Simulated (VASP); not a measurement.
# Hf (Pm-3m) in VASP: a series of runs

Runs on Hf. Level: LDA. Tasks: single point, relaxation of cell and atoms.

Program: VASP 6.6.1. These are calculated values, not measurements. Logs are shortened: lines on timing, memory, paths and dates and some standing lists are left out, and cuts for length are marked.

### Step 1. The cell of the first run

Symmetry: Pm-3m, No. 221, cubic system. The conventional cell has a = 2.746 Å, b = 2.746 Å, c = 2.746 Å, α = 90.00°, β = 90.00°, γ = 90.00°. Within 3.6 Å of Hf (site symmetry m-3m) lie 6 Hf at 2.75 Å.

### Step 2. Single point, LDA (volume scaled by 0.92)

The input, INCAR:

```
PREC = Accurate
ENCUT = 520
EDIFF = 1E-6
ISMEAR = -1
SIGMA = 0.1
LREAL = False
LASPH = True
NELM = 100
ALGO = Normal
ISIF = 2
LWAVE = False
LCHARG = True
LELF = True
LVHAR = True
NBANDS = 11
```

The input, KPOINTS:

```
Automatic mesh
0
Gamma
  15 15 15
```

The input, POSCAR:

```
Hf
1.0
    2.7463972264      0.0000000000      0.0000000000
    0.0000000000      2.7463972264      0.0000000000
    0.0000000000      0.0000000000      2.7463972264
Hf
1
Direct
    0.0000000000      0.0000000000      0.0000000000
```

Potentials or basis: VASP PAW LDA potentials, release 64 (Hf_pv).

Launch:

```
$ cat potpaw_LDA.64/Hf_pv/POTCAR > POTCAR
$ mpirun -np 1 vasp_std > vasp.out
```

OUTCAR:

```text
PREC = Accurate
   ENCUT = 520
   EDIFF = 1E-6
   ISMEAR = -1
   LREAL = False
   LASPH = True
   NELM = 100
   ISIF = 2

 ion  position               nearest neighbor table
   1  0.000  0.000  0.000-

  LATTYP: Found a simple cubic cell.
 ALAT       =     2.7463972264

  Lattice vectors:

 A1 = (   2.7463972264,   0.0000000000,   0.0000000000)
 A2 = (   0.0000000000,   2.7463972264,   0.0000000000)
 A3 = (   0.0000000000,   0.0000000000,   2.7463972264)

Analysis of symmetry for initial positions (statically):
=====================================================================
 Subroutine PRICEL returns:
 Original cell was already a primitive cell.

 Routine SETGRP: Setting up the symmetry group for a
 simple cubic supercell.

 Subroutine GETGRP returns: Found 48 space group operations
 (whereof 48 operations were pure point group operations)
 out of a pool of 48 trial point group operations.

The static configuration has the point symmetry O_h .

Analysis of symmetry for dynamics (positions and initial velocities):
=====================================================================
 Subroutine PRICEL returns:
 Original cell was already a primitive cell.

 Routine SETGRP: Setting up the symmetry group for a
 simple cubic supercell.

 Subroutine GETGRP returns: Found 48 space group operations
 (whereof 48 operations were pure point group operations)
 out of a pool of 48 trial point group operations.

The dynamic configuration has the point symmetry O_h .

 Subroutine INISYM returns: Found 48 space group operations
 (whereof 48 operations are pure point group operations),
 and found     1 'primitive' translations

----------------------------------------------------------------------------------------

                                     Primitive cell

  volume of cell :      20.7152

  direct lattice vectors                    reciprocal lattice vectors
     2.746397226  0.000000000  0.000000000     0.364113388  0.000000000  0.000000000
     0.000000000  2.746397226  0.000000000     0.000000000  0.364113388  0.000000000
     0.000000000  0.000000000  2.746397226     0.000000000  0.000000000  0.364113388

  length of vectors
     2.746397226  2.746397226  2.746397226     0.364113388  0.364113388  0.364113388

  position of ions in fractional coordinates (direct lattice)
     0.000000000  0.000000000  0.000000000

  ion indices of the primitive-cell ions
   primitive index   ion index
                 1           1

----------------------------------------------------------------------------------------

 KPOINTS: Automatic mesh

Automatic generation of k-mesh.
 Grid dimensions read from file:
 generate k-points for:   15   15   15

 Generating k-lattice:

  Cartesian coordinates                     Fractional coordinates (reciprocal lattice)
     0.024274226  0.000000000  0.000000000     0.066666667  0.000000000  0.000000000
     0.000000000  0.024274226  0.000000000     0.000000000  0.066666667  0.000000000
     0.000000000  0.000000000  0.024274226     0.000000000  0.000000000  0.066666667

  Length of vectors
     0.024274226  0.024274226  0.024274226

  Shift w.r.t. Gamma in fractional coordinates (k-lattice)
     0.000000000  0.000000000  0.000000000

 Subroutine IBZKPT returns following result:
 ===========================================

 Found    120 irreducible k-points:

 Following reciprocal coordinates:
            Coordinates               Weight
  0.000000  0.000000  0.000000      1.000000
  0.066667  0.000000  0.000000      6.000000
  0.133333  0.000000  0.000000      6.000000
  0.200000  0.000000  0.000000      6.000000
  0.266667  0.000000  0.000000      6.000000
  0.333333  0.000000  0.000000      6.000000
[... 16 lines left out ...]
  0.266667  0.200000  0.000000     24.000000
  0.333333  0.200000  0.000000     24.000000
 [... further k-points ...]
   k-points           NKPTS =    120   k-points in BZ     NKDIM =    120   number of bands    NBANDS=     11
   number of dos      NEDOS =    301   number of ions     NIONS =      1
   total plane-waves  NPLWV =   8000
   dimension x,y,z NGX =    20 NGY =   20 NGZ =   20
   dimension x,y,z NGXF=    40 NGYF=   40 NGZF=   40
   ions per type =               1
   NGX,Y,Z   is equivalent  to a cutoff of  12.11, 12.11, 12.11 a.u.
   NGXF,Y,Z  is equivalent  to a cutoff of  24.21, 24.21, 24.21 a.u.
 SYSTEM =  unknown system
   PREC   = accura    normal or accurate (medium, high low for compatibility)
   ISTART =      0    job   : 0-new  1-cont  2-samecut
   ICHARG =      2    charge: 1-file 2-atom 10-const
   ISPIN  =      1    spin polarized calculation?
   LNONCOLLINEAR =      F non collinear calculations
   LSORBIT =      F    spin-orbit coupling
   LASPH  =      T    aspherical Exc in radial PAW
   ENCUT  =  520.0 eV  38.22 Ry    6.18 a.u.   5.11  5.11  5.11*2*pi/ulx,y,z
   NELM   =    100;   NELMIN=  2; NELMDL= -5     # of ELM steps
   EDIFF  = 0.1E-05   stopping-criterion for ELM
   LREAL  =      F    real-space projection
   EDIFFG = 0.1E-04   stopping-criterion for IOM
   NSW    =      0    number of steps for IOM
   IBRION =     -1    ionic relax: 0-MD 1-quasi-New 2-CG
   NFREE  =      0    steps in history (QN), initial steepest desc. (CG)
   ISIF   =      2    stress and relaxation
   ISYM   =      2    0-nonsym 1-usesym 2-fastsym
   POTIM  = 0.5000    time-step for ionic-motion
   TEBEG  =    0.0;   TEEND  =   0.0 temperature during run
   PSTRESS=    0.0 pullay stress
   NELECT =      10.0000    total number of electrons
   NUPDOWN=      -1.0000    fix difference up-down
   EMIN   =  10.00;   EMAX   =-10.00  energy-range for DOS
   EFERMI =   0.00;   METHOD = LEGACY
   ISMEAR =    -1;   SIGMA  =   0.10  broadening in eV -4-tet -1-fermi 0-gaus
   EFERMI_NEDOS =   21; number of points for ismear=-14 and -15
   IALGO  =     38    algorithm
   IMIX   =      4    mixing-type and parameters
     AMIX     =   0.40;   BMIX     =  1.00
     AMIX_MAG =   1.60;   BMIX_MAG =  1.00
  volume/ion in A,a.u.               =      20.72       139.79
  Fermi-wavevector in a.u.,A,eV,Ry     =   1.284236  2.426854 22.439570  1.649262
  Thomas-Fermi vector in A             =   2.416442
   LORBIT       =      0    0 simple, 1 ext, 2 COOP (PROOUT), +10 PAW based schemes
   GGA     = CA    functional components
   LHFCALC =     F    Hartree Fock is set to
   AEXX    =    0.0000 exact exchange contribution
   IVDW    =     0    specifies the selected vdW correction
   LEPSILON=     F    determine dielectric tensor
   LRPA    =     F    only Hartree local field effects (RPA)
 non-spin polarized calculation
  energy-cutoff  :      520.00
  volume of cell :       20.72
 maximum number of plane-waves:       587
   NGX = 11   NGY = 11   NGZ = 11

 number of electron      10.0000003 magnetization

 Free energy of the ion-electron system (eV)
  ---------------------------------------------------
  ext. energy  EPLUGINS =         0.00000000
  ---------------------------------------------------
  free energy    TOTEN  =        -9.64436096 eV

  energy without entropy =       -9.60063050  energy(sigma->0) =       -9.62249573

 E-fermi :   4.8615     XC(G=0): -11.7201

 val. band max:        4.8580929905   @ k =   0.4667   0.4000   0.2667
 cond. band min:       4.8617293455   @ k =   0.4000   0.4000   0.1333
 fundamental gap:      0.0036363550
 Fermi energy:         4.8615361763

 k-point     1 :       0.0000    0.0000    0.0000
  band No.  band energies     occupation
      1     -24.3508      2.00000
      2     -24.3508      2.00000
      3     -24.3508      2.00000
      4      -2.0350      2.00000
      5       2.9632      2.00000
      6       2.9632      2.00000
      7      12.6113      0.00000
      8      12.6113      0.00000
      9      12.6113      0.00000
     10      17.5595      0.00000
     11      19.4937      0.00000

 k-point     2 :       0.0667    0.0000    0.0000
  band No.  band energies     occupation
      1     -24.4274      2.00000
      2     -24.3445      2.00000
      3     -24.3445      2.00000
      4      -1.8910      2.00000
      5       3.0045      2.00000
      6       3.1158      2.00000
      7      12.2871      0.00000
      8      12.2871      0.00000
      9      12.6315      0.00000
     10      17.5567      0.00000
     11      18.7768      0.00000

 k-point     3 :       0.1333    0.0000    0.0000
  band No.  band energies     occupation
      1     -24.6394      2.00000
      2     -24.3265      2.00000
      3     -24.3265      2.00000
      4      -1.4882      2.00000
      5       3.1235      2.00000
      6       3.5566      2.00000
      7      11.5117      0.00000
      8      11.5117      0.00000
      9      12.6892      0.00000
     10      17.3260      0.00000
     11      17.6042      0.00000

 k-point     4 :       0.2000    0.0000    0.0000
  band No.  band energies     occupation
      1     -24.9404      2.00000
      2     -24.2997      2.00000
      3     -24.2997      2.00000
      4      -0.8988      2.00000
      5       3.3064      2.00000
      6       4.2148      1.99690
      7      10.5964      0.00000
      8      10.5964      0.00000
      9      12.7755      0.00000
     10      16.0250      0.00000
     11      17.5711      0.00000
[... 239 lines left out ...]
 k-point    22 :       0.2000    0.2000    0.0000
  band No.  band energies     occupation
      1     -24.9045      2.00000
      2     -24.8501      2.00000
      3     -24.2497      2.00000
      4       0.2011      2.00000
      5       4.0123      1.99959
      6       5.0668      0.22764
      7       8.4634      0.00000
      8      10.5567      0.00000
      9      11.1934      0.00000
     10      17.5349      0.00000
     11      17.8562      0.00000

 k-point    23 :       0.2667    0.2000    0.0000
  band No.  band energies     occupation
      1     -25.2039      2.00000
      2     -24.8370      2.00000
      3     -24.2194      2.00000
      4       0.8401      2.00000
      5       4.1755      1.99791
      6       5.6491      0.00076
      7       7.9672      0.00000
      8       9.9466      0.00000
      9      11.1193      0.00000
     10      16.7898      0.00000
     11      17.5651      0.00000

 k-point    24 :       0.3333    0.2000    0.0000
  band No.  band energies     occupation
      1     -25.5002      2.00000
      2     -24.8016      2.00000
      3     -24.1903      2.00000
      4       1.4984      2.00000
      5       4.1733      1.99795
      6       5.7276      0.00035
      7       8.2904      0.00000
      8       9.2980      0.00000
      9      11.2251      0.00000
     10      16.1121      0.00000
     11      17.5649      0.00000

 [... further k-points ...]
[... 5 lines left out ...]
  --------------------------------------------------------------------------------------
  -------------------------------------------------------------------------------------
  Total        1.0526051      1.0526051      1.0526051     -0.0000000     -0.0000000      0.0000000
  in kB       81.4115487     81.4115487     81.4115487     -0.0000000     -0.0000000      0.0000000
  external PRESSURE =      81.4115487 kB  Pullay stress =       0.0000000 kB

 VOLUME and BASIS-vectors are now :
 -----------------------------------------------------------------------------
  energy-cutoff  :      520.00
  volume of cell :       20.72
      direct lattice vectors                 reciprocal lattice vectors
     2.746397226  0.000000000  0.000000000     0.364113388  0.000000000  0.000000000
     0.000000000  2.746397226  0.000000000     0.000000000  0.364113388  0.000000000
     0.000000000  0.000000000  2.746397226     0.000000000  0.000000000  0.364113388

 POSITION                                       TOTAL-FORCE (eV/Angst)
 -----------------------------------------------------------------------------------
      0.00000      0.00000      0.00000         0.000000      0.000000      0.000000
 -----------------------------------------------------------------------------------
    total drift:                               -0.000000      0.000000     -0.000000

  FREE ENERGIE OF THE ION-ELECTRON SYSTEM (eV)
  ---------------------------------------------------
  free  energy   TOTEN  =        -9.6443609592 eV

  energy  without entropy=       -9.6006304979  energy(sigma->0) =       -9.62249573
```

Wall time 9.2 s (1 thread of AMD EPYC 9R45 (Zen 5), shared host); peak memory 0.11 GiB.

What came out:

```yaml
Free_energy: -9.6444 eV
Pressure: 8.1 GPa
Band_gap_on_the_k_mesh: zero (band 5 reaches 5.84 eV, above the bottom of band 6 at 2.96 eV)
```

Caveat: the cell differs from its parent crystal (volume scaled by 0.92); spin-orbit coupling is left out, which moves the levels of the heavy elements.

### Step 3. Single point, LDA

This run uses another cell than the first one, of 22.52 Å³/atom, 1.087 times its volume.

The input, INCAR:

```
ALGO = Normal ; EDIFF = 1E-6
ENCUT = 520 ; ISIF = 2
ISMEAR = -1 ; LASPH = True
LCHARG = False ; LREAL = False
LWAVE = False ; NBANDS = 11
NELM = 60 ; PREC = Accurate
SIGMA = 0.1
```

The input, KPOINTS:

```
k-points
0
Gamma
  15 15 15
```

The input, POSCAR:

```
Hf
1.0
    2.8238009243      0.0000000000      0.0000000000
    0.0000000000      2.8238009243      0.0000000000
    0.0000000000      0.0000000000      2.8238009243
Hf
1
Direct
    0.0000000000      0.0000000000      0.0000000000
```

Potentials or basis: VASP PAW LDA potentials, release 64 (Hf_pv).

Launch:

```
$ cat potpaw_LDA.64/Hf_pv/POTCAR > POTCAR
$ mpirun -np 1 vasp_std > vasp.out
```

Wall time 12 s (1 thread of AMD EPYC 9R45 (Zen 5), shared host); peak memory 0.12 GiB.

The run converged. Its results:

```yaml
Free_energy: -9.6869 eV
Pressure: 0.0 GPa
Band_gap_on_the_k_mesh: zero (band 5 reaches 5.23 eV, above the bottom of band 6 at 2.62 eV)
```

Levels at points of the mesh, in eV from the Fermi level:
```csv
k point,band 1,band 2,band 3,band 4,band 5,band 6,band 7,band 8,band 9,band 10
"(0.00, 0.00, 0.00)",-29.48,-29.48,-29.48,-6.67,-1.66,-1.66,7.09,7.09,7.09,12.45
```

Caveat: spin-orbit coupling is left out, which moves the levels of the heavy elements.

(Part 1 of 2 ends here.)
